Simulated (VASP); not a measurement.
# TaN (I4/mmm) in VASP: notebook

The runs below take TaN through single point, with PBEsol.

Program: VASP 6.6.1. These are calculated values, not measurements. Logs are shortened: lines on timing, memory, paths and dates and some standing lists are left out, and cuts for length are marked.

## (1) The cell of the first run

The structure is tetragonal, space group I4/mmm (No. 139). Conventional cell: a = 3.168 Å, b = 3.168 Å, c = 4.122 Å, α = 90.00°, β = 90.00°, γ = 90.00°. Within 2.7 Å of Ta (site symmetry 4/mmm) lie 6 N at 2.06 to 2.24 Å. N (site symmetry 4/mmm) has 6 Ta at 2.06 to 2.24 Å within 2.7 Å.

## (2) Single point, PBEsol

File INCAR:

```
SYSTEM = TaN
PREC = Accurate
ENCUT = 700
EDIFF = 1E-6
ISMEAR = 0
SIGMA = 0.15
LREAL = .False.
LASPH = .True.
NELM = 120
ALGO = Normal
ISIF = 2
LWAVE = .False.
LCHARG = .False.
GGA = PS
NBANDS = 16
GGA_COMPAT = .False.
```

File KPOINTS:

```
Automatic mesh
0
Gamma
  20 20 20
  0 0 0
```

File POSCAR:

```
TaN
1.0
    0.0000000000      2.2404123318      2.0611793452
    2.2404123318      0.0000000000      2.0611793452
    2.2404123318      2.2404123318      0.0000000000
Ta N
1 1
Direct
    0.5000000000      0.5000000000      0.5000000000
    0.0000000000      0.0000000000      0.0000000000
```

Potentials or basis: VASP PAW PBE potentials, release 64 (Ta_sv_GW, N).

Command:

```bash
$ cat potpaw_PBE.64/Ta_sv_GW/POTCAR potpaw_PBE.64/N/POTCAR > POTCAR
$ mpirun -np 1 vasp_std > vasp.out
```

OUTCAR:

```text
SYSTEM = TaN
   PREC = Accurate
   ENCUT = 700
   EDIFF = 1E-6
   ISMEAR = 0
   LREAL = .False.
   LASPH = .True.
   NELM = 120
   ISIF = 2
   GGA = PS

 ion  position               nearest neighbor table
   1  0.500  0.500  0.500-   2 2.06   2 2.06   2 2.24   2 2.24   2 2.24   2 2.24
   2  0.000  0.000  0.000-   1 2.06   1 2.06   1 2.24   1 2.24   1 2.24   1 2.24

  LATTYP: Found a body centered tetragonal cell.
 ALAT       =     3.1684215049
 C/A-ratio  =     1.3010764773

  Lattice vectors:

 A1 = (   0.0000000000,  -2.2404123318,  -2.0611793452)
 A2 = (   0.0000000000,   2.2404123318,  -2.0611793452)
 A3 = (   2.2404123318,   0.0000000000,   2.0611793452)

Analysis of symmetry for initial positions (statically):
=====================================================================
 Subroutine PRICEL returns:
 Original cell was already a primitive cell.

 Routine SETGRP: Setting up the symmetry group for a
 body centered tetragonal supercell.

 Subroutine GETGRP returns: Found 16 space group operations
 (whereof 16 operations were pure point group operations)
 out of a pool of 16 trial point group operations.

The static configuration has the point symmetry D_4h.

Analysis of symmetry for dynamics (positions and initial velocities):
=====================================================================
 Subroutine PRICEL returns:
 Original cell was already a primitive cell.

 Routine SETGRP: Setting up the symmetry group for a
 body centered tetragonal supercell.

 Subroutine GETGRP returns: Found 16 space group operations
 (whereof 16 operations were pure point group operations)
 out of a pool of 16 trial point group operations.

The dynamic configuration has the point symmetry D_4h.

 Subroutine INISYM returns: Found 16 space group operations
 (whereof 16 operations are pure point group operations),
 and found     1 'primitive' translations

----------------------------------------------------------------------------------------

                                     Primitive cell

  volume of cell :      20.6920

  direct lattice vectors                    reciprocal lattice vectors
     0.000000000  2.240412332  2.061179345    -0.223173205  0.223173205  0.242579570
     2.240412332  0.000000000  2.061179345     0.223173205 -0.223173205  0.242579570
     2.240412332  2.240412332  0.000000000     0.223173205  0.223173205 -0.242579570

  length of vectors
     3.044323851  3.044323851  3.168421505     0.398067088  0.398067088  0.398067088

  position of ions in fractional coordinates (direct lattice)
     0.500000000  0.500000000  0.500000000
     0.000000000  0.000000000  0.000000000

  ion indices of the primitive-cell ions
   primitive index   ion index
                 1           1
                 2           2

----------------------------------------------------------------------------------------

 KPOINTS: Automatic mesh

Automatic generation of k-mesh.
 Grid dimensions read from file:
 generate k-points for:   20   20   20

 Generating k-lattice:

  Cartesian coordinates                     Fractional coordinates (reciprocal lattice)
    -0.011158660  0.011158660  0.012128979     0.050000000  0.000000000  0.000000000
     0.011158660 -0.011158660  0.012128979     0.000000000  0.050000000  0.000000000
     0.011158660  0.011158660 -0.012128979     0.000000000  0.000000000  0.050000000

  Length of vectors
     0.019903354  0.019903354  0.019903354

  Shift w.r.t. Gamma in fractional coordinates (k-lattice)
     0.000000000  0.000000000  0.000000000

 Subroutine IBZKPT returns following result:
 ===========================================

 Found    641 irreducible k-points:

 Following reciprocal coordinates:
            Coordinates               Weight
  0.000000  0.000000  0.000000      1.000000
  0.050000  0.000000  0.000000      8.000000
  0.100000  0.000000  0.000000      8.000000
  0.150000  0.000000  0.000000      8.000000
  0.200000  0.000000  0.000000      8.000000
  0.250000  0.000000  0.000000      8.000000
[... 16 lines left out ...]
 -0.400000  0.050000  0.000000      8.000000
 -0.350000  0.050000  0.000000      8.000000
 [... further k-points ...]
   k-points           NKPTS =    641   k-points in BZ     NKDIM =    641   number of bands    NBANDS=     16
   number of dos      NEDOS =    301   number of ions     NIONS =      2
   total plane-waves  NPLWV =  21952
   dimension x,y,z NGX =    28 NGY =   28 NGZ =   28
   dimension x,y,z NGXF=    56 NGYF=   56 NGZF=   56
   ions per type =               1   1
   NGX,Y,Z   is equivalent  to a cutoff of  15.29, 15.29, 14.69 a.u.
   NGXF,Y,Z  is equivalent  to a cutoff of  30.58, 30.58, 29.38 a.u.
 SYSTEM =  TaN
   PREC   = accura    normal or accurate (medium, high low for compatibility)
   ISTART =      0    job   : 0-new  1-cont  2-samecut
   ICHARG =      2    charge: 1-file 2-atom 10-const
   ISPIN  =      1    spin polarized calculation?
   LNONCOLLINEAR =      F non collinear calculations
   LSORBIT =      F    spin-orbit coupling
   LASPH  =      T    aspherical Exc in radial PAW
   ENCUT  =  700.0 eV  51.45 Ry    7.17 a.u.   6.57  6.57  6.84*2*pi/ulx,y,z
   NELM   =    120;   NELMIN=  2; NELMDL= -5     # of ELM steps
   EDIFF  = 0.1E-05   stopping-criterion for ELM
   LREAL  =      F    real-space projection
   EDIFFG = 0.1E-04   stopping-criterion for IOM
   NSW    =      0    number of steps for IOM
   IBRION =     -1    ionic relax: 0-MD 1-quasi-New 2-CG
   NFREE  =      0    steps in history (QN), initial steepest desc. (CG)
   ISIF   =      2    stress and relaxation
   ISYM   =      2    0-nonsym 1-usesym 2-fastsym
   POTIM  = 0.5000    time-step for ionic-motion
   TEBEG  =    0.0;   TEEND  =   0.0 temperature during run
   PSTRESS=    0.0 pullay stress
   NELECT =      18.0000    total number of electrons
   NUPDOWN=      -1.0000    fix difference up-down
   EMIN   =  10.00;   EMAX   =-10.00  energy-range for DOS
   EFERMI =   0.00;   METHOD = LEGACY
   ISMEAR =     0;   SIGMA  =   0.15  broadening in eV -4-tet -1-fermi 0-gaus
   EFERMI_NEDOS =   21; number of points for ismear=-14 and -15
   IALGO  =     38    algorithm
   IMIX   =      4    mixing-type and parameters
     AMIX     =   0.40;   BMIX     =  1.00
     AMIX_MAG =   1.60;   BMIX_MAG =  1.00
  volume/ion in A,a.u.               =      10.35        69.82
  Fermi-wavevector in a.u.,A,eV,Ry     =   1.562782  2.953230 33.229345  2.442288
  Thomas-Fermi vector in A             =   2.665650
   LORBIT       =      0    0 simple, 1 ext, 2 COOP (PROOUT), +10 PAW based schemes
   GGA     = PS    functional components
   LHFCALC =     F    Hartree Fock is set to
   AEXX    =    0.0000 exact exchange contribution
   IVDW    =     0    specifies the selected vdW correction
   LEPSILON=     F    determine dielectric tensor
   LRPA    =     F    only Hartree local field effects (RPA)
 non-spin polarized calculation
 Gauss-broadening in eV      SIGMA  =   0.15
  energy-cutoff  :      700.00
  volume of cell :       20.69
 maximum number of plane-waves:       888
   NGX = 13   NGY = 13   NGZ = 13

 number of electron      17.9999999 magnetization

 Free energy of the ion-electron system (eV)
  ---------------------------------------------------
  ext. energy  EPLUGINS =         0.00000000
  ---------------------------------------------------
  free energy    TOTEN  =       -25.54100149 eV

  energy without entropy =      -25.53169887  energy(sigma->0) =      -25.53635018

 E-fermi :  14.0440     XC(G=0): -14.1059

 val. band max:       14.0436013341   @ k =   0.2000   0.0500   0.1500
 cond. band min:      14.0536924079   @ k =  -0.4000   0.2000   0.0500
 fundamental gap:      0.0100910737
 Fermi energy:        14.0440272714

 k-point     1 :       0.0000    0.0000    0.0000
  band No.  band energies     occupation
      1     -55.3431      2.00000
      2     -21.5378      2.00000
      3     -21.5307      2.00000
      4     -21.5307      2.00000
      5      -4.9823      2.00000
      6      10.0329      2.00000
[... 8 lines left out ...]
     15      23.2894      0.00000
     16      37.0735      0.00000

 k-point     2 :       0.0500    0.0000    0.0000
  band No.  band energies     occupation
      1     -55.3415      2.00000
      2     -21.5601      2.00000
      3     -21.5351      2.00000
      4     -21.5344      2.00000
      5      -4.9162      2.00000
      6       9.6951      2.00000
[... 8 lines left out ...]
     15      23.4854      0.00000
     16      36.3608      0.00000

 k-point     3 :       0.1000    0.0000    0.0000
  band No.  band energies     occupation
      1     -55.3368      2.00000
      2     -21.6342      2.00000
      3     -21.5453      2.00000
      4     -21.5378      2.00000
      5      -4.7227      2.00000
      6       8.9467      2.00000
[... 8 lines left out ...]
     15      24.0449      0.00000
     16      34.8645      0.00000

 k-point     4 :       0.1500    0.0000    0.0000
  band No.  band energies     occupation
      1     -55.3296      2.00000
      2     -21.7481      2.00000
      3     -21.5621      2.00000
      4     -21.5414      2.00000
      5      -4.4152      2.00000
      6       8.0610      2.00000
[... 8 lines left out ...]
     15      24.8770      0.00000
     16      33.2327      0.00000

 k-point     5 :       0.2000    0.0000    0.0000
  band No.  band energies     occupation
      1     -55.3204      2.00000
      2     -21.8884      2.00000
      3     -21.5831      2.00000
      4     -21.5458      2.00000
      5      -4.0144      2.00000
      6       7.1423      2.00000
[... 8 lines left out ...]
     15      25.7936      0.00000
     16      31.8205      0.00000

 k-point     6 :       0.2500    0.0000    0.0000
  band No.  band energies     occupation
      1     -55.3102      2.00000
      2     -22.0397      2.00000
      3     -21.6063      2.00000
      4     -21.5507      2.00000
      5      -3.5467      2.00000
      6       6.2412      2.00000
[... 8 lines left out ...]
     15      26.4121      0.00000
     16      31.0300      0.00000

 k-point     7 :       0.3000    0.0000    0.0000
  band No.  band energies     occupation
      1     -55.3000      2.00000
      2     -22.1871      2.00000
      3     -21.6294      2.00000
      4     -21.5556      2.00000
      5      -3.0438      2.00000
      6       5.3939      2.00000
[... 8 lines left out ...]
     15      26.3998      0.00000
     16      30.0988      0.00000

 k-point     8 :       0.3500    0.0000    0.0000
  band No.  band energies     occupation
      1     -55.2908      2.00000
      2     -22.3169      2.00000
      3     -21.6500      2.00000
      4     -21.5599      2.00000
      5      -2.5443      2.00000
      6       4.6361      2.00000
[... 8 lines left out ...]
     15      26.1942      0.00000
     16      28.4677      0.00000

 k-point     9 :       0.4000   -0.0000    0.0000
  band No.  band energies     occupation
      1     -55.2835      2.00000
      2     -22.4178      2.00000
      3     -21.6664      2.00000
      4     -21.5633      2.00000
      5      -2.0998      2.00000
      6       4.0131      2.00000
[... 8 lines left out ...]
     15      26.2432      0.00000
     16      27.0751      0.00000
[... 172 lines left out ...]
 k-point    19 :       0.4000    0.0500    0.0000
  band No.  band energies     occupation
      1     -55.2839      2.00000
      2     -22.3943      2.00000
      3     -21.6768      2.00000
      4     -21.5684      2.00000
      5      -2.1637      2.00000
      6       4.1671      2.00000
[... 8 lines left out ...]
     15      26.6128      0.00000
     16      27.2199      0.00000

 k-point    20 :       0.4500    0.0500    0.0000
  band No.  band energies     occupation
      1     -55.2786      2.00000
      2     -22.4647      2.00000
      3     -21.6854      2.00000
      4     -21.5757      2.00000
      5      -1.8501      2.00000
      6       3.7212      2.00000
[... 8 lines left out ...]
     15      26.2548      0.00000
     16      26.7592      0.00000

 k-point    21 :       0.5000    0.0500    0.0000
  band No.  band energies     occupation
      1     -55.2763      2.00000
      2     -22.4945      2.00000
      3     -21.6867      2.00000
      4     -21.5821      2.00000
      5      -1.7224      2.00000
      6       3.5270      2.00000
[... 8 lines left out ...]
     15      25.8310      0.00000
     16      26.5463      0.00000

 k-point    22 :      -0.4500    0.0500    0.0000
  band No.  band energies     occupation
      1     -55.2772      2.00000
      2     -22.4811      2.00000
      3     -21.6808      2.00000
      4     -21.5872      2.00000
      5      -1.8160      2.00000
      6       3.6161      2.00000
[... 8 lines left out ...]
     15      26.0789      0.00000
     16      26.1163      0.00000

 k-point    23 :      -0.4000    0.0500    0.0000
  band No.  band energies     occupation
      1     -55.2812      2.00000
      2     -22.4258      2.00000
      3     -21.6681      2.00000
      4     -21.5904      2.00000
      5      -2.1024      2.00000
      6       3.9595      2.00000
[... 8 lines left out ...]
     15      25.7932      0.00000
     16      27.0623      0.00000

 k-point    24 :      -0.3500    0.0500    0.0000
  band No.  band energies     occupation
      1     -55.2880      2.00000
      2     -22.3328      2.00000
      3     -21.6498      2.00000
      4     -21.5915      2.00000
      5      -2.5146      2.00000
      6       4.4927      2.00000
[... 8 lines left out ...]
     15      25.7611      0.00000
     16      28.4500      0.00000

 [... further k-points ...]
[... 5 lines left out ...]
  --------------------------------------------------------------------------------------
  -------------------------------------------------------------------------------------
  Total       -1.2776430     -1.2776430      6.8756971      0.0000000     -0.0000000      0.0000000
  in kB      -98.9278146    -98.9278146    532.3847849      0.0000000     -0.0000000      0.0000000
  external PRESSURE =     111.5097186 kB  Pullay stress =       0.0000000 kB

 VOLUME and BASIS-vectors are now :
 -----------------------------------------------------------------------------
  energy-cutoff  :      700.00
  volume of cell :       20.69
      direct lattice vectors                 reciprocal lattice vectors
     0.000000000  2.240412332  2.061179345    -0.223173205  0.223173205  0.242579570
     2.240412332  0.000000000  2.061179345     0.223173205 -0.223173205  0.242579570
     2.240412332  2.240412332  0.000000000     0.223173205  0.223173205 -0.242579570

 POSITION                                       TOTAL-FORCE (eV/Angst)
 -----------------------------------------------------------------------------------
      2.24041      2.24041      2.06118        -0.000000     -0.000000      0.000000
      0.00000      0.00000      0.00000         0.000000      0.000000      0.000000
 -----------------------------------------------------------------------------------
    total drift:                                0.000000      0.000000      0.000000

  FREE ENERGIE OF THE ION-ELECTRON SYSTEM (eV)
  ---------------------------------------------------
  free  energy   TOTEN  =       -25.5410014853 eV

  energy  without entropy=      -25.5316988655  energy(sigma->0) =      -25.53635018
```

Wall time 3.5 min (1 thread of Intel Xeon Platinum 8488C (Sapphire Rapids), shared host); peak memory 0.47 GiB.

What came out:

```
Free energy            : -25.5410 eV
Pressure               : 11.2 GPa
Band gap on the k mesh : zero (bands 9 and 10 overlap by 4.18 eV)
```

Levels at points of the mesh, in eV from the Fermi level:
```csv
k point,band 7,band 8,band 9,band 10,band 11,band 12
"(0.00, 0.00, 0.00)",-4.01,-3.52,-2.46,-2.46,-1.45,-0.54
"(0.50, 0.00, 0.00)",-7.86,-7.85,1.61,2.41,2.49,3.81
"(0.50, 0.50, 0.00)",-5.77,-4.95,-4.95,2.33,3.72,3.72
"(0.50, 0.00, 0.50)",-5.55,-4.70,-4.24,1.75,3.22,4.19
```

Caveat: the stress differs along the axes, from -10 to 53 GPa; the PAW data sets were made with another functional, which shifts forces and pressure a little; spin-orbit coupling is left out, which moves the levels of the heavy elements.

## (3) Single point, PBEsol

This run uses another cell than the first one, of the same volume but with other edges.

File INCAR:

```
PREC = Accurate
ENCUT = 700
EDIFF = 1E-6
ISMEAR = 0
SIGMA = 0.15
LREAL = False
LASPH = True
NELM = 120
ALGO = Normal
ISIF = 2
LWAVE = False
LCHARG = False
GGA = PS
NBANDS = 16
GGA_COMPAT = False
```

File KPOINTS:

```
regular mesh
0
Gamma
  20 20 20
```

File POSCAR:

```
TaN
1.0
    0.0000000000      2.1108611581      2.3219472739
    2.1108611581      0.0000000000      2.3219472739
    2.1108611581      2.1108611581      0.0000000000
Ta N
1 1
Direct
    0.5000000000      0.5000000000      0.5000000000
    0.0000000000      0.0000000000      0.0000000000
```

Potentials or basis: VASP PAW PBE potentials, release 64 (Ta_sv_GW, N).

Command:

```bash
$ cat potpaw_PBE.64/Ta_sv_GW/POTCAR potpaw_PBE.64/N/POTCAR > POTCAR
$ mpirun -np 1 vasp_std > vasp.out
```

Wall time 6.3 min (1 thread of Intel Xeon Platinum 8259CL at 2.50GHz (Skylake/Cascade Lake), shared host); peak memory 0.47 GiB.

The run converged. Its results:

- Free energy: -25.5544 eV
- Pressure: 12.6 GPa
- Band gap on the k mesh: zero (bands 9 and 10 overlap by 3.75 eV)

Stress tensor (GPa, compression positive):
```
 27.34   0.00   0.00
  0.00  27.34   0.00
  0.00   0.00 -16.87
```

Levels at points of the mesh, in eV from the Fermi level:
| k point | band 6 | band 7 | band 8 | band 9 | band 10 | band 11 | band 12 | band 13 |
| --- | --- | --- | --- | --- | --- | --- | --- | --- |
| (0.00, 0.00, 0.00) | -4.07 | -3.68 | -3.68 | -2.91 | -1.65 | -1.65 | -1.44 | 0.79 |
| (0.50, 0.00, 0.00) | -10.57 | -7.86 | -7.79 | 1.87 | 2.20 | 2.61 | 3.81 | 6.32 |
| (0.50, 0.50, 0.00) | -7.21 | -5.53 | -4.30 | -4.30 | 2.26 | 3.74 | 3.74 | 4.68 |
| (0.50, 0.00, 0.50) | -6.23 | -5.60 | -4.90 | -4.55 | 1.84 | 3.01 | 4.51 | 5.61 |

Caveat: the stress differs along the axes, from -17 to 27 GPa; the PAW data sets were made with another functional, which shifts forces and pressure a little; spin-orbit coupling is left out, which moves the levels of the heavy elements.
